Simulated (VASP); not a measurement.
# SiNi2 (P6_3/mmc) in VASP: a series of runs

SiNi2 is run at these levels: r2SCAN; tasks: single point.

All numbers are computed with VASP 6.6.1; they aren't measurements. Logs are shortened: lines on timing, memory, paths and dates and some standing lists are left out, and cuts for length are marked.

### 1 The cell of the first run

Symmetry: P6_3/mmc, No. 194, hexagonal system. Conventional cell: a = 3.870 Å, b = 3.870 Å, c = 4.927 Å, α = 90.00°, β = 90.00°, γ = 120.00°. Si (site symmetry -6m2) has 11 Ni at 2.23 to 2.55 Å within 3.0 Å. Within 3.3 Å of Ni (site symmetry -3m) lie 8 Ni at 2.46 to 2.55 Å and 6 Si at 2.55 Å. Within 3.0 Å of Ni (site symmetry -6m2) lie 5 Si at 2.23 to 2.46 Å and 6 Ni at 2.55 Å.

### 2 Single point, r2SCAN

Input file POSCAR:

```
SiNi2
1.0
    3.8695455023      0.0000000000      0.0000000000
   -1.9347727511      3.3511247061      0.0000000000
    0.0000000000      0.0000000000      4.9268111721
Si Ni
2 4
Direct
    0.3333333333      0.6666666667      0.7500000000
    0.6666666667      0.3333333333      0.2500000000
    0.0000000000      0.0000000000      0.0000000000
    0.0000000000      0.0000000000      0.5000000000
    0.3333333333      0.6666666667      0.2500000000
    0.6666666667      0.3333333333      0.7500000000
```

Input file INCAR.step1:

```
  PREC = Accurate
  ENCUT = 520
  ISMEAR = 0
  SIGMA = 0.1
  LREAL = F
  LASPH = T
  NELM = 80
  NBANDS = 33
  GGA = PE
  ALGO = Normal
  EDIFF = 1E-4
  LWAVE = T
  LCHARG = F
```

Input file INCAR.step2:

```
  PREC = Accurate
  ENCUT = 520
  EDIFF = 1E-6
  ISMEAR = 0
  SIGMA = 0.1
  LREAL = F
  LASPH = T
  NELM = 80
  ALGO = Normal
  ISIF = 2
  LWAVE = F
  LCHARG = F
  METAGGA = R2SCAN
  LMIXTAU = T
  NBANDS = 33
  ISTART = 1
```

Input file KPOINTS:

```
Automatic mesh
0
Gamma
  12 12 8
```

Potentials or basis: VASP PAW PBE potentials, release 64 (Si, Ni).

Started as:

```sh
cat potpaw_PBE.64/Si/POTCAR potpaw_PBE.64/Ni/POTCAR > POTCAR
cp INCAR.step1 INCAR
mpirun -np 1 vasp_std > vasp.out
cp INCAR.step2 INCAR
mpirun -np 1 vasp_std > vasp.out
```

OUTCAR:

```text
PREC = Accurate
   ENCUT = 520
   EDIFF = 1E-6
   ISMEAR = 0
   LREAL = F
   LASPH = T
   NELM = 80
   ISIF = 2
   METAGGA = R2SCAN
   ISTART = 1

 ion  position               nearest neighbor table
   1  0.333  0.667  0.750-   6 2.23   6 2.23   6 2.23   5 2.46   5 2.46   3 2.55   4 2.55   4 2.55
                             3 2.55   4 2.55   3 2.55
   2  0.667  0.333  0.250-   5 2.23   5 2.23   5 2.23   6 2.46   6 2.46   3 2.55   4 2.55   3 2.55
                             4 2.55   3 2.55   4 2.55
   3  0.000  0.000  0.000-   4 2.46   4 2.46   1 2.55   5 2.55   6 2.55   2 2.55   1 2.55   5 2.55
                             2 2.55   6 2.55   2 2.55   6 2.55   1 2.55   5 2.55
   4  0.000  0.000  0.500-   3 2.46   3 2.46   1 2.55   5 2.55   6 2.55   2 2.55   1 2.55   5 2.55
                             2 2.55   6 2.55   2 2.55   6 2.55   1 2.55   5 2.55
   5  0.333  0.667  0.250-   2 2.23   2 2.23   2 2.23   1 2.46   1 2.46   3 2.55   4 2.55   4 2.55
                             3 2.55   4 2.55   3 2.55
   6  0.667  0.333  0.750-   1 2.23   1 2.23   1 2.23   2 2.46   2 2.46   3 2.55   4 2.55   3 2.55
                             4 2.55   3 2.55   4 2.55

  LATTYP: Found a hexagonal cell.
 ALAT       =     3.8695455023
 C/A-ratio  =     1.2732273517

  Lattice vectors:

 A1 = (   3.8695455023,   0.0000000000,   0.0000000000)
 A2 = (  -1.9347727511,   3.3511247061,   0.0000000000)
 A3 = (   0.0000000000,   0.0000000000,   4.9268111721)

Analysis of symmetry for initial positions (statically):
=====================================================================
 Subroutine PRICEL returns:
 Original cell was already a primitive cell.

 Routine SETGRP: Setting up the symmetry group for a
 hexagonal supercell.

 Subroutine GETGRP returns: Found 24 space group operations
 (whereof 12 operations were pure point group operations)
 out of a pool of 24 trial point group operations.

The static configuration has the point symmetry D_3d.
 The point group associated with its full space group is D_6h.

Analysis of symmetry for dynamics (positions and initial velocities):
=====================================================================
 Subroutine PRICEL returns:
 Original cell was already a primitive cell.

 Routine SETGRP: Setting up the symmetry group for a
 hexagonal supercell.

 Subroutine GETGRP returns: Found 24 space group operations
 (whereof 12 operations were pure point group operations)
 out of a pool of 24 trial point group operations.

The dynamic configuration has the point symmetry D_3d.
 The point group associated with its full space group is D_6h.

 Subroutine INISYM returns: Found 24 space group operations
 (whereof 12 operations are pure point group operations),
 and found     1 'primitive' translations

----------------------------------------------------------------------------------------

                                     Primitive cell

  volume of cell :      63.8876

  direct lattice vectors                    reciprocal lattice vectors
     3.869545502  0.000000000  0.000000000     0.258428283  0.149203639  0.000000000
    -1.934772751  3.351124706  0.000000000     0.000000000  0.298407277  0.000000000
     0.000000000  0.000000000  4.926811172     0.000000000  0.000000000  0.202971043

  length of vectors
     3.869545502  3.869545502  4.926811172     0.298407277  0.298407277  0.202971043

  position of ions in fractional coordinates (direct lattice)
     0.333333333  0.666666667  0.750000000
     0.666666667  0.333333333  0.250000000
     0.000000000  0.000000000  0.000000000
     0.000000000  0.000000000  0.500000000
     0.333333333  0.666666667  0.250000000
     0.666666667  0.333333333  0.750000000

  ion indices of the primitive-cell ions
   primitive index   ion index
                 1           1
                 2           2
                 3           3
                 4           4
                 5           5
                 6           6

----------------------------------------------------------------------------------------

 KPOINTS: Automatic mesh

Automatic generation of k-mesh.
 Grid dimensions read from file:
 generate k-points for:   12   12    8

 Generating k-lattice:

  Cartesian coordinates                     Fractional coordinates (reciprocal lattice)
     0.021535690  0.012433637  0.000000000     0.083333333  0.000000000  0.000000000
     0.000000000  0.024867273  0.000000000     0.000000000  0.083333333  0.000000000
     0.000000000  0.000000000  0.025371380     0.000000000  0.000000000  0.125000000

  Length of vectors
     0.024867273  0.024867273  0.025371380

  Shift w.r.t. Gamma in fractional coordinates (k-lattice)
     0.000000000  0.000000000  0.000000000

 Subroutine IBZKPT returns following result:
 ===========================================

 Found     95 irreducible k-points:

 Following reciprocal coordinates:
            Coordinates               Weight
  0.000000  0.000000  0.000000      1.000000
  0.083333  0.000000  0.000000      6.000000
  0.166667  0.000000  0.000000      6.000000
  0.250000  0.000000  0.000000      6.000000
  0.333333  0.000000  0.000000      6.000000
  0.416667  0.000000  0.000000      6.000000
[... 16 lines left out ...]
  0.250000  0.000000  0.125000     12.000000
  0.333333  0.000000  0.125000     12.000000
 [... further k-points ...]
   k-points           NKPTS =     95   k-points in BZ     NKDIM =     95   number of bands    NBANDS=     33
   number of dos      NEDOS =    301   number of ions     NIONS =      6
   total plane-waves  NPLWV =  36000
   dimension x,y,z NGX =    30 NGY =   30 NGZ =   40
   dimension x,y,z NGXF=    60 NGYF=   60 NGZF=   80
   ions per type =               2   4
   NGX,Y,Z   is equivalent  to a cutoff of  12.89, 12.89, 13.50 a.u.
   NGXF,Y,Z  is equivalent  to a cutoff of  25.78, 25.78, 26.99 a.u.
 SYSTEM =  unknown system
   PREC   = accura    normal or accurate (medium, high low for compatibility)
   ISTART =      1    job   : 0-new  1-cont  2-samecut
   ICHARG =      0    charge: 1-file 2-atom 10-const
   ISPIN  =      1    spin polarized calculation?
   LNONCOLLINEAR =      F non collinear calculations
   LSORBIT =      F    spin-orbit coupling
   LASPH  =      T    aspherical Exc in radial PAW
   ENCUT  =  520.0 eV  38.22 Ry    6.18 a.u.   7.19  7.19  9.16*2*pi/ulx,y,z
   NELM   =     80;   NELMIN=  2; NELMDL=  0     # of ELM steps
   EDIFF  = 0.1E-05   stopping-criterion for ELM
   LREAL  =      F    real-space projection
   EDIFFG = 0.1E-04   stopping-criterion for IOM
   NSW    =      0    number of steps for IOM
   IBRION =     -1    ionic relax: 0-MD 1-quasi-New 2-CG
   NFREE  =      0    steps in history (QN), initial steepest desc. (CG)
   ISIF   =      2    stress and relaxation
   ISYM   =      2    0-nonsym 1-usesym 2-fastsym
   POTIM  = 0.5000    time-step for ionic-motion
   TEBEG  =    0.0;   TEEND  =   0.0 temperature during run
   PSTRESS=    0.0 pullay stress
   NELECT =      48.0000    total number of electrons
   NUPDOWN=      -1.0000    fix difference up-down
   EMIN   =  10.00;   EMAX   =-10.00  energy-range for DOS
   EFERMI =   0.00;   METHOD = LEGACY
   ISMEAR =     0;   SIGMA  =   0.10  broadening in eV -4-tet -1-fermi 0-gaus
   EFERMI_NEDOS =   21; number of points for ismear=-14 and -15
   IALGO  =     38    algorithm
   IMIX   =      4    mixing-type and parameters
     AMIX     =   0.40;   BMIX     =  1.00
     AMIX_MAG =   1.60;   BMIX_MAG =  1.00
  volume/ion in A,a.u.               =      10.65        71.86
  Fermi-wavevector in a.u.,A,eV,Ry     =   1.488275  2.812431 30.136380  2.214961
  Thomas-Fermi vector in A             =   2.601330
   LORBIT       =      0    0 simple, 1 ext, 2 COOP (PROOUT), +10 PAW based schemes
   METAGGA = R2SCAN    functional components
   LHFCALC =     F    Hartree Fock is set to
   AEXX    =    0.0000 exact exchange contribution
   IVDW    =     0    specifies the selected vdW correction
   LEPSILON=     F    determine dielectric tensor
   LRPA    =     F    only Hartree local field effects (RPA)
 non-spin polarized calculation
 Gauss-broadening in eV      SIGMA  =   0.10
  energy-cutoff  :      520.00
  volume of cell :       63.89
 maximum number of plane-waves:      1740
 NGX is ok and might be reduce to    30
   NGX = 15   NGY = 15   NGZ = 19

 number of electron      47.9999976 magnetization

 Free energy of the ion-electron system (eV)
  ---------------------------------------------------
  ext. energy  EPLUGINS =         0.00000000
  ---------------------------------------------------
  free energy    TOTEN  =       -68.25975799 eV

  energy without entropy =      -68.24314580  energy(sigma->0) =      -68.25145189

 E-fermi :  11.3385     XC(G=0): -14.1487

 val. band max:       11.3368881126   @ k =   0.2500   0.0833   0.2500
 cond. band min:      11.3461582350   @ k =   0.3333   0.0000   0.2500
 fundamental gap:      0.0092701224
 Fermi energy:        11.3385268568

 k-point     1 :       0.0000    0.0000    0.0000
  band No.  band energies     occupation
      1      -2.0456      2.00000
      2       2.7218      2.00000
      3       4.4259      2.00000
      4       5.9045      2.00000
      5       5.9045      2.00000
      6       7.1640      2.00000
[... 25 lines left out ...]
     32      17.6028      0.00000
     33      20.1918      0.00000

 k-point     2 :       0.0833    0.0000    0.0000
  band No.  band energies     occupation
      1      -1.9502      2.00000
      2       2.7386      2.00000
      3       4.4936      2.00000
      4       5.8884      2.00000
      5       5.9536      2.00000
      6       6.8524      2.00000
[... 25 lines left out ...]
     32      18.1273      0.00000
     33      19.5081      0.00000
[... 754 lines left out ...]
     32      18.5543      0.00000
     33      19.2763      0.00000

 k-point    24 :       0.3333    0.0000    0.1250
  band No.  band energies     occupation
      1      -0.4938      2.00000
      2       2.4380      2.00000
      3       4.4182      2.00000
      4       5.4146      2.00000
      5       6.5528      2.00000
      6       6.6433      2.00000
[... 25 lines left out ...]
     32      19.0933      0.00000
     33      20.1410      0.00000

 [... further k-points ...]

------------------------ aborting loop because EDIFF is reached ----------------------------------------

  FORCE on cell =-STRESS in cart. coord.  units (eV):
  Direction    XX          YY          ZZ          XY          YZ          ZX
  --------------------------------------------------------------------------------------
  -------------------------------------------------------------------------------------
  Total        0.1388108      0.1388108      0.1009759      0.0000000     -0.0000000     -0.0000000
  in kB        3.4811082      3.4811082      2.5322796      0.0000000     -0.0000000     -0.0000000
  external PRESSURE =       3.1648320 kB  Pullay stress =       0.0000000 kB

 VOLUME and BASIS-vectors are now :
 -----------------------------------------------------------------------------
  energy-cutoff  :      520.00
  volume of cell :       63.89
      direct lattice vectors                 reciprocal lattice vectors
     3.869545502  0.000000000  0.000000000     0.258428283  0.149203639  0.000000000
    -1.934772751  3.351124706  0.000000000     0.000000000  0.298407277  0.000000000
     0.000000000  0.000000000  4.926811172     0.000000000  0.000000000  0.202971043

 POSITION                                       TOTAL-FORCE (eV/Angst)
 -----------------------------------------------------------------------------------
     -0.00000      2.23408      3.69511         0.000000      0.000000      0.000000
      1.93477      1.11704      1.23170        -0.000000      0.000000      0.000000
      0.00000      0.00000      0.00000        -0.000000      0.000000      0.000000
      0.00000      0.00000      2.46341        -0.000000      0.000000      0.000000
     -0.00000      2.23408      1.23170        -0.000000      0.000000     -0.000000
      1.93477      1.11704      3.69511         0.000000      0.000000     -0.000000
 -----------------------------------------------------------------------------------
    total drift:                                0.000000     -0.000000      0.000000

  FREE ENERGIE OF THE ION-ELECTRON SYSTEM (eV)
  ---------------------------------------------------
  free  energy   TOTEN  =       -68.2597579872 eV

  energy  without entropy=      -68.2431457965  energy(sigma->0) =      -68.25145189
```

It took 7.4 min on 1 thread of Intel Xeon 6975P-C (Granite Rapids), shared host; peak memory 0.29 GiB.

Results:

```
Free energy            : -68.2598 eV
Pressure               : 0.3 GPa
Band gap on the k mesh : zero (bands 24 and 25 overlap by 3.70 eV)
```

Stress tensor (GPa, compression positive):
```
0.35 0.00 0.00
0.00 0.35 0.00
0.00 0.00 0.25
```

Caveat: the PAW data sets were made with another functional, which shifts forces and pressure a little.

(Continued in part 2 of 2.)
